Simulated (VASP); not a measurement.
# SiC (P3m1) in VASP: notebook

SiC is run at these levels: PBE; tasks: single point.

Everything below comes from runs of VASP 6.6.1. Logs are shortened: lines on timing, memory, paths and dates and some standing lists are left out, and cuts for length are marked.

## Step 1: The cell of the first run

It takes space group P3m1 (No. 156, trigonal). The conventional cell has a = 3.095 Å, b = 3.095 Å, c = 15.186 Å, α = 90.00°, β = 90.00°, γ = 120.00°. Si (site symmetry 3m) has 4 C at 1.92 to 1.96 Å within 2.5 Å. Within 2.4 Å of Si (site symmetry 3m) lie 4 C at 1.84 to 1.88 Å. Si (site symmetry 3m) has 4 C at 1.84 to 1.88 Å within 2.4 Å. Si (site symmetry 3m) has 4 C at 1.91 to 1.95 Å within 2.5 Å. Si (site symmetry 3m) has 4 C at 1.84 to 1.87 Å within 2.4 Å. Within 2.5 Å of Si (site symmetry 3m) lie 4 C at 1.92 to 1.95 Å. Within 2.5 Å of C (site symmetry 3m) lie 4 Si at 1.87 to 1.96 Å. C (site symmetry 3m) has 4 Si at 1.84 to 1.92 Å within 2.4 Å.

## Step 2: Single point, PBE (atoms displaced along a vibrational mode)

Input file INCAR:

```
PREC = Accurate
ENCUT = 520
EDIFF = 1E-6
ISMEAR = 0
SIGMA = 0.05
LREAL = F
LASPH = T
NELM = 60
ALGO = Normal
ISIF = 2
LWAVE = F
LCHARG = T
GGA = PE
LELF = T
LVHAR = T
NBANDS = 36
```

Input file KPOINTS:

```
regular mesh
0
Gamma
  12 12 2
```

Input file POSCAR:

```
SiC
1.0
    3.0949375958      0.0000000000      0.0000000000
   -1.5474687979      2.6802945811      0.0000000000
    0.0000000000      0.0000000000     15.1863169775
Si C
6 6
Direct
    0.0000000000      0.0000000000      0.1250424503
    0.0000000000      0.0000000000      0.6250374675
    0.3333333333      0.6666666667      0.2919122018
    0.6666666667      0.3333333333      0.7917223860
    0.3333333333      0.6666666667      0.9583927143
    0.6666666667      0.3333333333      0.4582264355
    0.0000000000      0.0000000000      0.9957901969
    0.0000000000      0.0000000000      0.5035866889
    0.3333333333      0.6666666667      0.1704670362
    0.6666666667      0.3333333333      0.6631920368
    0.3333333333      0.6666666667      0.8370720018
    0.6666666667      0.3333333333      0.3295583838
```

Potentials or basis: VASP PAW PBE potentials, release 64 (Si, C).

Command:

```sh
cat potpaw_PBE.64/Si/POTCAR potpaw_PBE.64/C/POTCAR > POTCAR
mpirun -np 1 vasp_std > vasp.out
```

OUTCAR:

```text
PREC = Accurate
   ENCUT = 520
   EDIFF = 1E-6
   ISMEAR = 0
   LREAL = F
   LASPH = T
   NELM = 60
   ISIF = 2
   GGA = PE

 ion  position               nearest neighbor table
   1  0.000  0.000  0.125-   9 1.92   9 1.92   9 1.92   7 1.96   5 3.10   5 3.10   5 3.10   3 3.10
                             3 3.10   3 3.10
   2  0.000  0.000  0.625-   8 1.84  10 1.88  10 1.88  10 1.88   4 3.10   4 3.10   4 3.10   6 3.10
                             6 3.10   6 3.10
   3  0.333  0.667  0.292-   9 1.84  12 1.88  12 1.88  12 1.88   6 3.09   6 3.09   6 3.09   1 3.10
                             1 3.10   1 3.10
   4  0.667  0.333  0.792-  11 1.91  11 1.91  11 1.91  10 1.95   5 3.10   5 3.10   5 3.10   2 3.10
                             2 3.10   2 3.10
   5  0.333  0.667  0.958-  11 1.84   7 1.87   7 1.87   7 1.87   1 3.10   1 3.10   1 3.10   4 3.10
                             4 3.10   4 3.10
   6  0.667  0.333  0.458-   8 1.92   8 1.92   8 1.92  12 1.95   3 3.09   3 3.09   3 3.09   2 3.10
                             2 3.10   2 3.10
   7  0.000  0.000  0.996-   5 1.87   5 1.87   5 1.87   1 1.96
   8  0.000  0.000  0.504-   2 1.84   6 1.92   6 1.92   6 1.92
   9  0.333  0.667  0.170-   3 1.84   1 1.92   1 1.92   1 1.92
  10  0.667  0.333  0.663-   2 1.88   2 1.88   2 1.88   4 1.95
  11  0.333  0.667  0.837-   5 1.84   4 1.91   4 1.91   4 1.91
  12  0.667  0.333  0.330-   3 1.88   3 1.88   3 1.88   6 1.95

  LATTYP: Found a hexagonal cell.
 ALAT       =     3.0949375958
 C/A-ratio  =     4.9068249383

  Lattice vectors:

 A1 = (   3.0949375958,   0.0000000000,   0.0000000000)
 A2 = (  -1.5474687979,   2.6802945811,   0.0000000000)
 A3 = (   0.0000000000,   0.0000000000,  15.1863169775)

Analysis of symmetry for initial positions (statically):
=====================================================================
 Subroutine PRICEL returns:
 Original cell was already a primitive cell.

 Routine SETGRP: Setting up the symmetry group for a
 hexagonal supercell.

 Subroutine GETGRP returns: Found  6 space group operations
 (whereof  6 operations were pure point group operations)
 out of a pool of 24 trial point group operations.

The static configuration has the point symmetry C_3v.

Analysis of symmetry for dynamics (positions and initial velocities):
=====================================================================
 Subroutine PRICEL returns:
 Original cell was already a primitive cell.

 Routine SETGRP: Setting up the symmetry group for a
 hexagonal supercell.

 Subroutine GETGRP returns: Found  6 space group operations
 (whereof  6 operations were pure point group operations)
 out of a pool of 24 trial point group operations.

The dynamic configuration has the point symmetry C_3v.

 Subroutine INISYM returns: Found  6 space group operations
 (whereof  6 operations are pure point group operations),
 and found     1 'primitive' translations

----------------------------------------------------------------------------------------

                                     Primitive cell

  volume of cell :     125.9757

  direct lattice vectors                    reciprocal lattice vectors
     3.094937596  0.000000000  0.000000000     0.323108292  0.186546659  0.000000000
    -1.547468798  2.680294581  0.000000000     0.000000000  0.373093319  0.000000000
     0.000000000  0.000000000 15.186316978     0.000000000  0.000000000  0.065848751

  length of vectors
     3.094937596  3.094937596 15.186316978     0.373093319  0.373093319  0.065848751

  position of ions in fractional coordinates (direct lattice)
     0.000000000  0.000000000  0.125042450
     0.000000000  0.000000000  0.625037468
     0.333333333  0.666666667  0.291912202
     0.666666667  0.333333333  0.791722386
     0.333333333  0.666666667  0.958392714
     0.666666667  0.333333333  0.458226436
     0.000000000  0.000000000  0.995790197
     0.000000000  0.000000000  0.503586689
     0.333333333  0.666666667  0.170467036
     0.666666667  0.333333333  0.663192037
     0.333333333  0.666666667  0.837072002
     0.666666667  0.333333333  0.329558384

  ion indices of the primitive-cell ions
   primitive index   ion index
                 1           1
                 2           2
                 3           3
                 4           4
                 5           5
                 6           6
                 7           7
                 8           8
                 9           9
                10          10
                11          11
                12          12

----------------------------------------------------------------------------------------

 KPOINTS: regular mesh

Automatic generation of k-mesh.
 Grid dimensions read from file:
 generate k-points for:   12   12    2

 Generating k-lattice:

  Cartesian coordinates                     Fractional coordinates (reciprocal lattice)
     0.026925691  0.015545555  0.000000000     0.083333333  0.000000000  0.000000000
     0.000000000  0.031091110  0.000000000     0.000000000  0.083333333  0.000000000
     0.000000000  0.000000000  0.032924375     0.000000000  0.000000000  0.500000000

  Length of vectors
     0.031091110  0.031091110  0.032924375

  Shift w.r.t. Gamma in fractional coordinates (k-lattice)
     0.000000000  0.000000000  0.000000000

 Subroutine IBZKPT returns following result:
 ===========================================

 Found     38 irreducible k-points:

 Following reciprocal coordinates:
            Coordinates               Weight
  0.000000  0.000000  0.000000      1.000000
  0.083333 -0.000000  0.000000      6.000000
  0.166667 -0.000000  0.000000      6.000000
  0.250000 -0.000000  0.000000      6.000000
  0.333333  0.000000  0.000000      6.000000
  0.416667 -0.000000  0.000000      6.000000
[... 16 lines left out ...]
  0.250000 -0.000000  0.500000      6.000000
  0.333333  0.000000  0.500000      6.000000
 [... further k-points ...]
   k-points           NKPTS =     38   k-points in BZ     NKDIM =     38   number of bands    NBANDS=     36
   number of dos      NEDOS =    301   number of ions     NIONS =     12
   total plane-waves  NPLWV =  69120
   dimension x,y,z NGX =    24 NGY =   24 NGZ =  120
   dimension x,y,z NGXF=    48 NGYF=   48 NGZF=  240
   ions per type =               6   6
   NGX,Y,Z   is equivalent  to a cutoff of  12.89, 12.89, 13.14 a.u.
   NGXF,Y,Z  is equivalent  to a cutoff of  25.78, 25.78, 26.27 a.u.
 SYSTEM =  unknown system
   PREC   = accura    normal or accurate (medium, high low for compatibility)
   ISTART =      0    job   : 0-new  1-cont  2-samecut
   ICHARG =      2    charge: 1-file 2-atom 10-const
   ISPIN  =      1    spin polarized calculation?
   LNONCOLLINEAR =      F non collinear calculations
   LSORBIT =      F    spin-orbit coupling
   LASPH  =      T    aspherical Exc in radial PAW
   ENCUT  =  520.0 eV  38.22 Ry    6.18 a.u.   5.75  5.75 28.24*2*pi/ulx,y,z
   NELM   =     60;   NELMIN=  2; NELMDL= -5     # of ELM steps
   EDIFF  = 0.1E-05   stopping-criterion for ELM
   LREAL  =      F    real-space projection
   EDIFFG = 0.1E-04   stopping-criterion for IOM
   NSW    =      0    number of steps for IOM
   IBRION =     -1    ionic relax: 0-MD 1-quasi-New 2-CG
   NFREE  =      0    steps in history (QN), initial steepest desc. (CG)
   ISIF   =      2    stress and relaxation
   ISYM   =      2    0-nonsym 1-usesym 2-fastsym
   POTIM  = 0.5000    time-step for ionic-motion
   TEBEG  =    0.0;   TEEND  =   0.0 temperature during run
   PSTRESS=    0.0 pullay stress
   NELECT =      48.0000    total number of electrons
   NUPDOWN=      -1.0000    fix difference up-down
   EMIN   =  10.00;   EMAX   =-10.00  energy-range for DOS
   EFERMI =   0.00;   METHOD = LEGACY
   ISMEAR =     0;   SIGMA  =   0.05  broadening in eV -4-tet -1-fermi 0-gaus
   EFERMI_NEDOS =   21; number of points for ismear=-14 and -15
   IALGO  =     38    algorithm
   IMIX   =      4    mixing-type and parameters
     AMIX     =   0.40;   BMIX     =  1.00
     AMIX_MAG =   1.60;   BMIX_MAG =  1.00
  volume/ion in A,a.u.               =      10.50        70.84
  Fermi-wavevector in a.u.,A,eV,Ry     =   1.186842  2.242806 19.165088  1.408594
  Thomas-Fermi vector in A             =   2.323006
   LORBIT       =      0    0 simple, 1 ext, 2 COOP (PROOUT), +10 PAW based schemes
   GGA     = PE    functional components
   LHFCALC =     F    Hartree Fock is set to
   AEXX    =    0.0000 exact exchange contribution
   IVDW    =     0    specifies the selected vdW correction
   LEPSILON=     F    determine dielectric tensor
   LRPA    =     F    only Hartree local field effects (RPA)
 non-spin polarized calculation
 Gauss-broadening in eV      SIGMA  =   0.05
  energy-cutoff  :      520.00
  volume of cell :      125.98
 maximum number of plane-waves:      3444
 NGX is ok and might be reduce to    24
   NGX = 11   NGY = 11   NGZ = 57

 number of electron      48.0000002 magnetization

 Free energy of the ion-electron system (eV)
  ---------------------------------------------------
  ext. energy  EPLUGINS =         0.00000000
  ---------------------------------------------------
  free energy    TOTEN  =       -90.08629757 eV

  energy without entropy =      -90.08629757  energy(sigma->0) =      -90.08629757

 E-fermi :   8.2750     XC(G=0): -11.2916

 val. band max:        8.0196711701   @ k =   0.0000   0.0000   0.0000
 cond. band min:       9.9977501607   @ k =   0.5000  -0.0000   0.0000
 fundamental gap:      1.9780789906
 Fermi energy:         8.2749557128

 k-point     1 :       0.0000    0.0000    0.0000
  band No.  band energies     occupation
      1      -7.3610      2.00000
      2      -6.8539      2.00000
      3      -6.8175      2.00000
      4      -5.3101      2.00000
      5      -5.2797      2.00000
      6      -3.8268      2.00000
[... 28 lines left out ...]
     35      15.1784      0.00000
     36      15.3553      0.00000
[... 866 lines left out ...]
      6      -2.8855      2.00000
[... 28 lines left out ...]
     35      15.7730      0.00000
     36      15.7986      0.00000

 [... further k-points ...]

------------------------ aborting loop because EDIFF is reached ----------------------------------------

  FORCE on cell =-STRESS in cart. coord.  units (eV):
  Direction    XX          YY          ZZ          XY          YZ          ZX
  --------------------------------------------------------------------------------------
  -------------------------------------------------------------------------------------
  Total        0.2089147      0.2089147      0.8960813      0.0000000     -0.0000000      0.0000000
  in kB        2.6570071      2.6570071     11.3964895      0.0000000     -0.0000000      0.0000000
  external PRESSURE =       5.5701679 kB  Pullay stress =       0.0000000 kB

 VOLUME and BASIS-vectors are now :
 -----------------------------------------------------------------------------
  energy-cutoff  :      520.00
  volume of cell :      125.98
      direct lattice vectors                 reciprocal lattice vectors
     3.094937596  0.000000000  0.000000000     0.323108292  0.186546659  0.000000000
    -1.547468798  2.680294581  0.000000000     0.000000000  0.373093319  0.000000000
     0.000000000  0.000000000 15.186316978     0.000000000  0.000000000  0.065848751

 POSITION                                       TOTAL-FORCE (eV/Angst)
 -----------------------------------------------------------------------------------
      0.00000      0.00000      1.89893         0.000000     -0.000000      0.118063
      0.00000      0.00000      9.49202         0.000000     -0.000000      0.141013
     -0.00000      1.78686      4.43307        -0.000000     -0.000000      0.017466
      1.54747      0.89343     12.02335         0.000000     -0.000000      0.200807
     -0.00000      1.78686     14.55446         0.000000     -0.000000      0.038259
      1.54747      0.89343      6.95877         0.000000     -0.000000      0.194490
      0.00000      0.00000     15.12239         0.000000     -0.000000      1.604691
      0.00000      0.00000      7.64763         0.000000     -0.000000     -1.868070
     -0.00000      1.78686      2.58877        -0.000000      0.000000     -1.723542
      1.54747      0.89343     10.07144        -0.000000     -0.000000      1.514504
     -0.00000      1.78686     12.71204         0.000000      0.000000     -1.791069
      1.54747      0.89343      5.00478        -0.000000     -0.000000      1.553388
 -----------------------------------------------------------------------------------
    total drift:                               -0.000000     -0.000000     -0.000549

  FREE ENERGIE OF THE ION-ELECTRON SYSTEM (eV)
  ---------------------------------------------------
  free  energy   TOTEN  =       -90.0862975659 eV

  energy  without entropy=      -90.0862975659  energy(sigma->0) =      -90.08629757
```

Run time: 2.4 min. Hardware: 1 thread of Intel Xeon Platinum 8259CL at 2.50GHz (Skylake/Cascade Lake), shared host; peak memory 0.31 GiB.

Results:

```
Free energy            : -90.0863 eV
Pressure               : 0.6 GPa
Largest force          : 1.868 eV/Å
Band gap on the k mesh : 1.98 eV (least direct gap 3.08 eV)
```

Forces on the atoms (eV/Å):
```
Si   0.000  0.000  0.118
Si   0.000  0.000  0.141
Si   0.000  0.000  0.017
Si   0.000  0.000  0.201
Si   0.000  0.000  0.038
Si   0.000  0.000  0.194
C    0.000  0.000  1.605
C    0.000  0.000 -1.868
C    0.000  0.000 -1.724
C    0.000  0.000  1.515
C    0.000  0.000 -1.791
C    0.000  0.000  1.553
```

Caveat: the cell differs from its parent crystal (atoms displaced along a vibrational mode); forces of over 1 eV/Å act on the atoms, so gaps and moduli don't describe the material at rest. A k mesh can miss the band edges.

## Step 3: Single point, PBE (atoms displaced along a vibrational mode)

Input file INCAR:

```
SYSTEM = SiC
ALGO     = Normal         ! electronic algorithm
EDIFF    = 1E-6           ! SCF threshold, eV
ENCUT    = 520            ! plane-wave cutoff, eV
GGA      = PE             ! functional
ISIF     = 2              ! what is computed and relaxed
ISMEAR   = 0              ! smearing method
LASPH    = .True.         ! aspherical terms in the spheres
LCHARG   = .False.        ! write CHGCAR
LREAL    = .False.        ! projectors in reciprocal space
LWAVE    = .False.        ! write WAVECAR
NBANDS   = 36             ! bands
NELM     = 60             ! most SCF steps
PREC     = Accurate       ! precision mode
SIGMA    = 0.05           ! smearing width, eV
```

Input file KPOINTS:

```
k-points
0
Gamma
  12 12 2
  0 0 0
```

Input file POSCAR:

```
SiC
1.0
    3.0949375958      0.0000000000      0.0000000000
   -1.5474687979      2.6802945811      0.0000000000
    0.0000000000      0.0000000000     15.1863169775
Si C
6 6
Direct
    0.0000000000      0.0000000000      0.1250412046
    0.0000000000      0.0000000000      0.6250387132
    0.3333333333      0.6666666667      0.2918647478
    0.6666666667      0.3333333333      0.7917698400
    0.3333333333      0.6666666667      0.9583511446
    0.6666666667      0.3333333333      0.4582680052
    0.0000000000      0.0000000000      0.9977393199
    0.0000000000      0.0000000000      0.5016375659
    0.3333333333      0.6666666667      0.1686482863
    0.6666666667      0.3333333333      0.6650107867
    0.3333333333      0.6666666667      0.8351935973
    0.6666666667      0.3333333333      0.3314367883
```

Potentials or basis: VASP PAW PBE potentials, release 64 (Si, C).

Command:

```sh
cat potpaw_PBE.64/Si/POTCAR potpaw_PBE.64/C/POTCAR > POTCAR
mpirun -np 1 vasp_std > vasp.out
```

It took 2.6 min on 1 thread of Intel Xeon Platinum 8259CL at 2.50GHz (Skylake/Cascade Lake), shared host; peak memory 0.31 GiB.

The run converged. Its results:

```yaml
Free_energy: -90.3020 eV
Pressure: 0.1 GPa
Largest_force: 0.899 eV/Å
Band_gap_on_the_k_mesh: 2.02 eV (least direct gap 3.11 eV)
```

Forces in eV/Å, atoms in the order of the input:
```
Si   0.000  0.000  0.032
Si   0.000  0.000  0.034
Si   0.000  0.000 -0.023
Si   0.000  0.000  0.077
Si   0.000  0.000 -0.015
Si   0.000  0.000  0.072
C    0.000  0.000  0.833
C    0.000  0.000 -0.899
C    0.000  0.000 -0.834
C    0.000  0.000  0.782
C    0.000  0.000 -0.864
C    0.000  0.000  0.805
```

Stress tensor (GPa, compression positive):
```
0.04 0.00 0.00
0.00 0.04 0.00
0.00 0.00 0.26
```

Levels at points of the mesh, in eV from the valence-band top:
```csv
k point,band 20,band 21,band 22,band 23,band 24,band 25,band 26,band 27,band 28,band 29
"(0.00, 0.00, 0.00)",-0.30,-0.30,-0.04,0.00,0.00,5.05,5.22,5.62,6.11,6.13
"(0.50, 0.00, 0.00)",-2.25,-1.80,-1.77,-1.65,-1.10,2.02,2.20,3.18,3.85,4.54
"(0.00, 0.00, 0.50)",-0.55,-0.10,-0.10,-0.08,-0.08,5.10,5.12,5.82,5.89,6.47
"(0.50, 0.00, 0.50)",-2.24,-1.76,-1.66,-1.31,-1.29,2.05,2.06,3.38,3.43,4.70
```

Caveat: the cell differs from its parent crystal (atoms displaced along a vibrational mode).
